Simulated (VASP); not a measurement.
# Os (P6_3/mmc) in VASP: further runs

Runs on Os. Level: r2SCAN. Tasks: single point, relaxation of shape and atoms at fixed volume.

All numbers are computed with VASP 6.6.1; they aren't measurements. Logs are shortened: lines on timing, memory, paths and dates and some standing lists are left out, and cuts for length are marked.

## (1) The cell of the first run

The structure is hexagonal, space group P6_3/mmc (No. 194). The conventional cell has a = 2.705 Å, b = 2.705 Å, c = 4.282 Å, α = 90.00°, β = 90.00°, γ = 120.00°. Within 3.5 Å of Os (site symmetry -6m2) lie 12 Os at 2.65 to 2.71 Å.

## (2) Single point, r2SCAN (13.57 Å³/atom)

Contents of POSCAR:

```
Os
1.0
    2.7050631716      0.0000000000      0.0000000000
   -1.3525315858      2.3426534254      0.0000000000
    0.0000000000      0.0000000000      4.2817823808
Os
2
Direct
    0.3333333333      0.6666666667      0.7500000000
    0.6666666667      0.3333333333      0.2500000000
```

Contents of INCAR.step1:

```
SYSTEM = Os
PREC = Accurate
ENCUT = 520
ISMEAR = 0
SIGMA = 0.05
LREAL = .False.
LASPH = .True.
NELM = 100
NBANDS = 15
GGA = PE
ALGO = Normal
EDIFF = 1E-4
LWAVE = .True.
LCHARG = .False.
```

Contents of INCAR.step2:

```
SYSTEM = Os
PREC = Accurate
ENCUT = 520
EDIFF = 1E-6
ISMEAR = 0
SIGMA = 0.05
LREAL = .False.
LASPH = .True.
NELM = 100
ALGO = Normal
ISIF = 2
LWAVE = .False.
LCHARG = .False.
METAGGA = R2SCAN
LMIXTAU = .True.
NBANDS = 15
ISTART = 1
```

Contents of KPOINTS:

```
Automatic mesh
0
Gamma
  18 18 10
  0 0 0
```

Potentials or basis: VASP PAW PBE potentials, release 64 (Os).

On the command line:

```console
cat potpaw_PBE.64/Os/POTCAR > POTCAR
cp INCAR.step1 INCAR
mpirun -np 1 vasp_std > vasp.out
cp INCAR.step2 INCAR
mpirun -np 1 vasp_std > vasp.out
```

OUTCAR:

```text
SYSTEM = Os
   PREC = Accurate
   ENCUT = 520
   EDIFF = 1E-6
   ISMEAR = 0
   LREAL = .False.
   LASPH = .True.
   NELM = 100
   ISIF = 2
   METAGGA = R2SCAN
   ISTART = 1

 ion  position               nearest neighbor table
   1  0.333  0.667  0.750-   2 2.65   2 2.65   2 2.65   2 2.65   2 2.65   2 2.65
   2  0.667  0.333  0.250-   1 2.65   1 2.65   1 2.65   1 2.65   1 2.65   1 2.65

  LATTYP: Found a hexagonal cell.
 ALAT       =     2.7050631716
 C/A-ratio  =     1.5828770380

  Lattice vectors:

 A1 = (   2.7050631716,   0.0000000000,   0.0000000000)
 A2 = (  -1.3525315858,   2.3426534254,   0.0000000000)
 A3 = (   0.0000000000,   0.0000000000,   4.2817823808)

Analysis of symmetry for initial positions (statically):
=====================================================================
 Subroutine PRICEL returns:
 Original cell was already a primitive cell.

 Routine SETGRP: Setting up the symmetry group for a
 hexagonal supercell.

 Subroutine GETGRP returns: Found 24 space group operations
 (whereof 12 operations were pure point group operations)
 out of a pool of 24 trial point group operations.

The static configuration has the point symmetry D_3d.
 The point group associated with its full space group is D_6h.

Analysis of symmetry for dynamics (positions and initial velocities):
=====================================================================
 Subroutine PRICEL returns:
 Original cell was already a primitive cell.

 Routine SETGRP: Setting up the symmetry group for a
 hexagonal supercell.

 Subroutine GETGRP returns: Found 24 space group operations
 (whereof 12 operations were pure point group operations)
 out of a pool of 24 trial point group operations.

The dynamic configuration has the point symmetry D_3d.
 The point group associated with its full space group is D_6h.

 Subroutine INISYM returns: Found 24 space group operations
 (whereof 12 operations are pure point group operations),
 and found     1 'primitive' translations

----------------------------------------------------------------------------------------

                                     Primitive cell

  volume of cell :      27.1338

  direct lattice vectors                    reciprocal lattice vectors
     2.705063172  0.000000000  0.000000000     0.369677134  0.213433193  0.000000000
    -1.352531586  2.342653425  0.000000000     0.000000000  0.426866385  0.000000000
     0.000000000  0.000000000  4.281782381     0.000000000  0.000000000  0.233547600

  length of vectors
     2.705063172  2.705063172  4.281782381     0.426866385  0.426866385  0.233547600

  position of ions in fractional coordinates (direct lattice)
     0.333333333  0.666666667  0.750000000
     0.666666667  0.333333333  0.250000000

  ion indices of the primitive-cell ions
   primitive index   ion index
                 1           1
                 2           2

----------------------------------------------------------------------------------------

 KPOINTS: Automatic mesh

Automatic generation of k-mesh.
 Grid dimensions read from file:
 generate k-points for:   18   18   10

 Generating k-lattice:

  Cartesian coordinates                     Fractional coordinates (reciprocal lattice)
     0.020537619  0.011857400  0.000000000     0.055555556  0.000000000  0.000000000
     0.000000000  0.023714799  0.000000000     0.000000000  0.055555556  0.000000000
     0.000000000  0.000000000  0.023354760     0.000000000  0.000000000  0.100000000

  Length of vectors
     0.023714799  0.023714799  0.023354760

  Shift w.r.t. Gamma in fractional coordinates (k-lattice)
     0.000000000  0.000000000  0.000000000

 Subroutine IBZKPT returns following result:
 ===========================================

 Found    222 irreducible k-points:

 Following reciprocal coordinates:
            Coordinates               Weight
  0.000000  0.000000  0.000000      1.000000
  0.055556 -0.000000  0.000000      6.000000
  0.111111 -0.000000  0.000000      6.000000
  0.166667 -0.000000  0.000000      6.000000
  0.222222  0.000000  0.000000      6.000000
  0.277778  0.000000  0.000000      6.000000
[... 16 lines left out ...]
  0.333333  0.111111  0.000000     12.000000
  0.388889  0.111111  0.000000     12.000000
 [... further k-points ...]
   k-points           NKPTS =    222   k-points in BZ     NKDIM =    222   number of bands    NBANDS=     15
   number of dos      NEDOS =    301   number of ions     NIONS =      2
   total plane-waves  NPLWV =  12800
   dimension x,y,z NGX =    20 NGY =   20 NGZ =   32
   dimension x,y,z NGXF=    40 NGYF=   40 NGZF=   64
   ions per type =               2
   NGX,Y,Z   is equivalent  to a cutoff of  12.29, 12.29, 12.42 a.u.
   NGXF,Y,Z  is equivalent  to a cutoff of  24.58, 24.58, 24.85 a.u.
 SYSTEM =  Os
   PREC   = accura    normal or accurate (medium, high low for compatibility)
   ISTART =      1    job   : 0-new  1-cont  2-samecut
   ICHARG =      0    charge: 1-file 2-atom 10-const
   ISPIN  =      1    spin polarized calculation?
   LNONCOLLINEAR =      F non collinear calculations
   LSORBIT =      F    spin-orbit coupling
   LASPH  =      T    aspherical Exc in radial PAW
   ENCUT  =  520.0 eV  38.22 Ry    6.18 a.u.   5.03  5.03  7.96*2*pi/ulx,y,z
   NELM   =    100;   NELMIN=  2; NELMDL=  0     # of ELM steps
   EDIFF  = 0.1E-05   stopping-criterion for ELM
   LREAL  =      F    real-space projection
   EDIFFG = 0.1E-04   stopping-criterion for IOM
   NSW    =      0    number of steps for IOM
   IBRION =     -1    ionic relax: 0-MD 1-quasi-New 2-CG
   NFREE  =      0    steps in history (QN), initial steepest desc. (CG)
   ISIF   =      2    stress and relaxation
   ISYM   =      2    0-nonsym 1-usesym 2-fastsym
   POTIM  = 0.5000    time-step for ionic-motion
   TEBEG  =    0.0;   TEEND  =   0.0 temperature during run
   PSTRESS=    0.0 pullay stress
   NELECT =      16.0000    total number of electrons
   NUPDOWN=      -1.0000    fix difference up-down
   EMIN   =  10.00;   EMAX   =-10.00  energy-range for DOS
   EFERMI =   0.00;   METHOD = LEGACY
   ISMEAR =     0;   SIGMA  =   0.05  broadening in eV -4-tet -1-fermi 0-gaus
   EFERMI_NEDOS =   21; number of points for ismear=-14 and -15
   IALGO  =     38    algorithm
   IMIX   =      4    mixing-type and parameters
     AMIX     =   0.40;   BMIX     =  1.00
     AMIX_MAG =   1.60;   BMIX_MAG =  1.00
  volume/ion in A,a.u.               =      13.57        91.55
  Fermi-wavevector in a.u.,A,eV,Ry     =   1.372813  2.594241 25.641762  1.884616
  Thomas-Fermi vector in A             =   2.498387
   LORBIT       =      0    0 simple, 1 ext, 2 COOP (PROOUT), +10 PAW based schemes
   METAGGA = R2SCAN    functional components
   LHFCALC =     F    Hartree Fock is set to
   AEXX    =    0.0000 exact exchange contribution
   IVDW    =     0    specifies the selected vdW correction
   LEPSILON=     F    determine dielectric tensor
   LRPA    =     F    only Hartree local field effects (RPA)
 non-spin polarized calculation
 Gauss-broadening in eV      SIGMA  =   0.05
  energy-cutoff  :      520.00
  volume of cell :       27.13
 maximum number of plane-waves:       752
 NGX is ok and might be reduce to    20
   NGX =  9   NGY =  9   NGZ = 15

 number of electron      15.9999998 magnetization

 Free energy of the ion-electron system (eV)
  ---------------------------------------------------
  ext. energy  EPLUGINS =         0.00000000
  ---------------------------------------------------
  free energy    TOTEN  =      -105.95639331 eV

  energy without entropy =     -105.95469097  energy(sigma->0) =     -105.95554214

 E-fermi :   9.7331     XC(G=0): -15.5944

 val. band max:        9.7280826254   @ k =   0.2222   0.0556   0.3000
 cond. band min:       9.7394337776   @ k =   0.4444   0.1111   0.4000
 fundamental gap:      0.0113511522
 Fermi energy:         9.7331279482

 k-point     1 :       0.0000    0.0000    0.0000
  band No.  band energies     occupation
      1      -1.9865      2.00000
      2       1.2863      2.00000
      3       6.4136      2.00000
      4       6.4136      2.00000
      5       6.6698      2.00000
      6       7.3210      2.00000
      7       7.3210      2.00000
      8       8.0437      2.00000
      9       8.0437      2.00000
     10       9.7267      1.14378
     11      11.5707      0.00000
     12      11.5707      0.00000
     13      19.6655      0.00000
     14      24.5025      0.00000
     15      27.3183      0.00000

 k-point     2 :       0.0556   -0.0000    0.0000
  band No.  band energies     occupation
      1      -1.8502      2.00000
      2       1.4079      2.00000
      3       6.0919      2.00000
      4       6.5338      2.00000
      5       6.9523      2.00000
      6       7.2368      2.00000
      7       7.4334      2.00000
      8       7.8771      2.00000
      9       7.9450      2.00000
     10       9.0822      2.00000
     11      11.6396      0.00000
     12      12.4127      0.00000
     13      19.6578      0.00000
     14      24.7891      0.00000
     15      27.4987      0.00000

 k-point     3 :       0.1111   -0.0000    0.0000
  band No.  band energies     occupation
      1      -1.4531      2.00000
      2       1.7483      2.00000
      3       5.6278      2.00000
      4       6.8900      2.00000
      5       6.9788      2.00000
      6       7.2088      2.00000
      7       7.3836      2.00000
      8       7.6836      2.00000
      9       7.7656      2.00000
     10       8.3969      2.00000
     11      11.8140      0.00000
     12      13.8680      0.00000
     13      19.6114      0.00000
     14      25.5733      0.00000
     15      27.9725      0.00000

 k-point     4 :       0.1667   -0.0000    0.0000
  band No.  band energies     occupation
      1      -0.8329      2.00000
      2       2.2150      2.00000
      3       5.1885      2.00000
      4       6.1932      2.00000
      5       6.6837      2.00000
      6       7.3314      2.00000
      7       7.4678      2.00000
      8       7.8848      2.00000
      9       8.0283      2.00000
     10       8.3010      2.00000
     11      12.0306      0.00000
     12      15.4467      0.00000
     13      19.4867      0.00000
     14      26.4550      0.00000
     15      28.2280      0.00000
[... 307 lines left out ...]
 k-point    22 :       0.2778    0.1111    0.0000
  band No.  band energies     occupation
      1       1.8030      2.00000
      2       2.8177      2.00000
      3       3.5612      2.00000
      4       4.9212      2.00000
      5       5.9747      2.00000
      6       6.8250      2.00000
      7       7.3226      2.00000
      8       9.6636      1.95062
      9      10.6678      0.00000
     10      11.7748      0.00000
     11      12.3557      0.00000
     12      19.0742      0.00000
     13      20.6940      0.00000
     14      21.4177      0.00000
     15      23.6567      0.00000

 k-point    23 :       0.3333    0.1111    0.0000
  band No.  band energies     occupation
      1       2.2364      2.00000
      2       2.5632      2.00000
      3       3.0863      2.00000
      4       5.4409      2.00000
      5       5.8551      2.00000
      6       7.0487      2.00000
      7       7.2839      2.00000
      8      10.5719      0.00000
      9      11.4583      0.00000
     10      12.4119      0.00000
     11      12.9134      0.00000
     12      19.0829      0.00000
     13      19.5418      0.00000
     14      21.9705      0.00000
     15      22.1899      0.00000

 k-point    24 :       0.3889    0.1111    0.0000
  band No.  band energies     occupation
      1       2.3214      2.00000
      2       2.4875      2.00000
      3       2.7949      2.00000
      4       5.8000      2.00000
      5       5.9460      2.00000
      6       6.8552      2.00000
      7       7.6354      2.00000
      8      11.4661      0.00000
      9      11.9501      0.00000
     10      12.4430      0.00000
     11      14.0218      0.00000
     12      17.3296      0.00000
     13      19.9602      0.00000
     14      21.0675      0.00000
     15      22.8980      0.00000

 [... further k-points ...]

------------------------ aborting loop because EDIFF is reached ----------------------------------------

  FORCE on cell =-STRESS in cart. coord.  units (eV):
  Direction    XX          YY          ZZ          XY          YZ          ZX
  --------------------------------------------------------------------------------------
  -------------------------------------------------------------------------------------
  Total        2.7749290      2.7749290      2.7831034      0.0000000      0.0000000     -0.0000000
  in kB      163.8522482    163.8522482    164.3349251      0.0000000      0.0000000     -0.0000000
  external PRESSURE =     164.0131405 kB  Pullay stress =       0.0000000 kB

 VOLUME and BASIS-vectors are now :
 -----------------------------------------------------------------------------
  energy-cutoff  :      520.00
  volume of cell :       27.13
      direct lattice vectors                 reciprocal lattice vectors
     2.705063172  0.000000000  0.000000000     0.369677134  0.213433193  0.000000000
    -1.352531586  2.342653425  0.000000000     0.000000000  0.426866385  0.000000000
     0.000000000  0.000000000  4.281782381     0.000000000  0.000000000  0.233547600

 POSITION                                       TOTAL-FORCE (eV/Angst)
 -----------------------------------------------------------------------------------
     -0.00000      1.56177      3.21134         0.000000      0.000000      0.000000
      1.35253      0.78088      1.07045        -0.000000     -0.000000      0.000000
 -----------------------------------------------------------------------------------
    total drift:                               -0.000000      0.000000     -0.000000

  FREE ENERGIE OF THE ION-ELECTRON SYSTEM (eV)
  ---------------------------------------------------
  free  energy   TOTEN  =      -105.9563933070 eV

  energy  without entropy=     -105.9546909664  energy(sigma->0) =     -105.95554214
```

Wall time 5.7 min (1 thread of Intel Xeon 8259CL, shared host); peak memory 0.21 GiB.

What came out:

```yaml
Free_energy: -105.9564 eV
Pressure: 16.4 GPa
Band_gap_on_the_k_mesh: zero (bands 8 and 9 overlap by 4.30 eV)
```

Caveat: the cell stands under pressure; the PAW data sets were made with another functional, which shifts forces and pressure a little; spin-orbit coupling is left out, which moves the levels of the heavy elements.

[end of part 1 of 2]
